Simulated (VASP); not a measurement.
# Sb in VASP: single point with PBEsol

Aim: the single point of Sb with PBEsol.

All numbers are computed with VASP 6.6.1; they aren't measurements. Logs are shortened: lines on timing, memory, paths and dates and some standing lists are left out, and cuts for length are marked.

## Step 1: The cell of the first run

The typed cell holds 1 atom: a = 3.260 Å, b = 3.260 Å, c = 3.764 Å, α = 54.73°, β = 54.73°, γ = 70.53°.

## Step 2: Single point, PBEsol

INCAR reads:

```
SYSTEM = Sb
ALGO = Normal
EDIFF = 1E-6
ENCUT = 520
GGA = PS
ISIF = 2
ISMEAR = 0
LASPH = .True.
LCHARG = .False.
LREAL = .False.
LWAVE = .False.
NBANDS = 8
NELM = 100
PREC = Accurate
SIGMA = 0.15
```

KPOINTS reads:

```
k-points
0
Gamma
  20 20 20
  0 0 0
```

POSCAR reads:

```
Sb
1.0
    0.0000000000      2.6617637301      1.8818669572
    2.6617637301      0.0000000000      1.8818669572
    2.6617637301      2.6617637301      0.0000000000
Sb
1
Direct
    0.0000000000      0.0000000000      0.0000000000
```

Potentials or basis: VASP PAW PBE potentials, release 64 (Sb).

The run is started by

```sh
> cat potpaw_PBE.64/Sb/POTCAR > POTCAR
> mpirun -np 1 vasp_std > vasp.out
```

OUTCAR:

```text
SYSTEM = Sb
   EDIFF = 1E-6
   ENCUT = 520
   GGA = PS
   ISIF = 2
   ISMEAR = 0
   LASPH = .True.
   LREAL = .False.
   NELM = 100
   PREC = Accurate

 ion  position               nearest neighbor table
   1  0.000  0.000  0.000-

  LATTYP: Found a body centered tetragonal cell.
 ALAT       =     3.7643023669
 C/A-ratio  =     0.9998489886

  Lattice vectors:

 A1 = (   0.0000000000,  -2.6617637301,  -1.8818669572)
 A2 = (   0.0000000000,   2.6617637301,  -1.8818669572)
 A3 = (   2.6617637301,   0.0000000000,   1.8818669572)

Analysis of symmetry for initial positions (statically):
=====================================================================
 Subroutine PRICEL returns:
 Original cell was already a primitive cell.

 Routine SETGRP: Setting up the symmetry group for a
 body centered tetragonal supercell.

 Subroutine GETGRP returns: Found 16 space group operations
 (whereof 16 operations were pure point group operations)
 out of a pool of 16 trial point group operations.

The static configuration has the point symmetry D_4h.

Analysis of symmetry for dynamics (positions and initial velocities):
=====================================================================
 Subroutine PRICEL returns:
 Original cell was already a primitive cell.

 Routine SETGRP: Setting up the symmetry group for a
 body centered tetragonal supercell.

 Subroutine GETGRP returns: Found 16 space group operations
 (whereof 16 operations were pure point group operations)
 out of a pool of 16 trial point group operations.

The dynamic configuration has the point symmetry D_4h.

 Subroutine INISYM returns: Found 16 space group operations
 (whereof 16 operations are pure point group operations),
 and found     1 'primitive' translations

----------------------------------------------------------------------------------------

                                     Primitive cell

  volume of cell :      26.6660

  direct lattice vectors                    reciprocal lattice vectors
     0.000000000  2.661763730  1.881866957    -0.187845373  0.187845373  0.265693597
     2.661763730  0.000000000  1.881866957     0.187845373 -0.187845373  0.265693597
     2.661763730  2.661763730  0.000000000     0.187845373  0.187845373 -0.265693597

  length of vectors
     3.259817387  3.259817387  3.764302367     0.375719118  0.375719118  0.375719118

[... 77 lines left out ...]
   NELM   =    100;   NELMIN=  2; NELMDL= -5     # of ELM steps
   EDIFF  = 0.1E-05   stopping-criterion for ELM
   LREAL  =      F    real-space projection
   EDIFFG = 0.1E-04   stopping-criterion for IOM
   NSW    =      0    number of steps for IOM
   IBRION =     -1    ionic relax: 0-MD 1-quasi-New 2-CG
   NFREE  =      0    steps in history (QN), initial steepest desc. (CG)
   ISIF   =      2    stress and relaxation
   ISYM   =      2    0-nonsym 1-usesym 2-fastsym
   POTIM  = 0.5000    time-step for ionic-motion
   TEBEG  =    0.0;   TEEND  =   0.0 temperature during run
   PSTRESS=    0.0 pullay stress
   NELECT =       5.0000    total number of electrons
   NUPDOWN=      -1.0000    fix difference up-down
   EMIN   =  10.00;   EMAX   =-10.00  energy-range for DOS
   EFERMI =   0.00;   METHOD = LEGACY
   ISMEAR =     0;   SIGMA  =   0.15  broadening in eV -4-tet -1-fermi 0-gaus
   EFERMI_NEDOS =   21; number of points for ismear=-14 and -15
   IALGO  =     38    algorithm
   IMIX   =      4    mixing-type and parameters
     AMIX     =   0.40;   BMIX     =  1.00
     AMIX_MAG =   1.60;   BMIX_MAG =  1.00
  volume/ion in A,a.u.               =      26.67       179.95
  Fermi-wavevector in a.u.,A,eV,Ry     =   0.937013  1.770697 11.945820  0.877993
  Thomas-Fermi vector in A             =   2.064081
   LORBIT       =      0    0 simple, 1 ext, 2 COOP (PROOUT), +10 PAW based schemes
   GGA     = PS    functional components
   LHFCALC =     F    Hartree Fock is set to
   AEXX    =    0.0000 exact exchange contribution
   IVDW    =     0    specifies the selected vdW correction
   LEPSILON=     F    determine dielectric tensor
   LRPA    =     F    only Hartree local field effects (RPA)
 non-spin polarized calculation
 Gauss-broadening in eV      SIGMA  =   0.15
  energy-cutoff  :      520.00
  volume of cell :       26.67
 maximum number of plane-waves:       736
   NGX = 13   NGY = 13   NGZ = 13

 number of electron       5.0000000 magnetization

 Free energy of the ion-electron system (eV)
  ---------------------------------------------------
  ext. energy  EPLUGINS =         0.00000000
  ---------------------------------------------------
  free energy    TOTEN  =        -4.38629384 eV

  energy without entropy =       -4.37818125  energy(sigma->0) =       -4.38223754

 E-fermi :   8.4256     XC(G=0): -10.3731

 val. band max:        8.4212635803   @ k =  -0.3000   0.5000   0.2000
 cond. band min:       8.4635949920   @ k =   0.5000   0.3500   0.0500
 fundamental gap:      0.0423314117
 Fermi energy:         8.4256201999

 k-point     1 :       0.0000    0.0000    0.0000
  band No.  band energies     occupation
      1      -4.5027      2.00000
      2      13.9882      0.00000
      3      13.9882      0.00000
      4      13.9889      0.00000
      5      19.0622      0.00000
      6      19.0646      0.00000
      7      19.0646      0.00000
      8      20.2368      0.00000
[... 243 lines left out ...]
 k-point    24 :      -0.3500    0.0500    0.0000
  band No.  band energies     occupation
      1      -1.9479      2.00000
      2       5.3320      2.00000
      3      10.4870      0.00000
      4      12.2157      0.00000
      5      15.5796      0.00000
      6      16.0187      0.00000
      7      19.5401      0.00000
      8      22.9758      0.00000

 [... further k-points ...]

------------------------ aborting loop because EDIFF is reached ----------------------------------------

  FORCE on cell =-STRESS in cart. coord.  units (eV):
  Direction    XX          YY          ZZ          XY          YZ          ZX
  --------------------------------------------------------------------------------------
  -------------------------------------------------------------------------------------
  Total       -0.2963013     -0.2963013     -0.2958490      0.0000000     -0.0000000     -0.0000000
  in kB      -17.8027168    -17.8027168    -17.7755376      0.0000000     -0.0000000     -0.0000000
  external PRESSURE =     -17.7936570 kB  Pullay stress =       0.0000000 kB

 VOLUME and BASIS-vectors are now :
 -----------------------------------------------------------------------------
  energy-cutoff  :      520.00
  volume of cell :       26.67
      direct lattice vectors                 reciprocal lattice vectors
     0.000000000  2.661763730  1.881866957    -0.187845373  0.187845373  0.265693597
     2.661763730  0.000000000  1.881866957     0.187845373 -0.187845373  0.265693597
     2.661763730  2.661763730  0.000000000     0.187845373  0.187845373 -0.265693597

 POSITION                                       TOTAL-FORCE (eV/Angst)
 -----------------------------------------------------------------------------------
      0.00000      0.00000      0.00000        -0.000000      0.000000     -0.000000
 -----------------------------------------------------------------------------------
    total drift:                                0.000000      0.000000     -0.000000

  FREE ENERGIE OF THE ION-ELECTRON SYSTEM (eV)
  ---------------------------------------------------
  free  energy   TOTEN  =        -4.3862938383 eV

  energy  without entropy=       -4.3781812507  energy(sigma->0) =       -4.38223754
```

Run time: 3.2 min. Hardware: 1 thread of AMD EPYC 7R13, shared host; peak memory 0.22 GiB.

What came out:

| Quantity | Value |
| --- | --- |
| Free energy | -4.3863 eV |
| Pressure | -1.8 GPa |

Caveat: the PAW data sets were made with another functional, which shifts forces and pressure a little; spin-orbit coupling is left out, which moves the levels of the heavy elements.
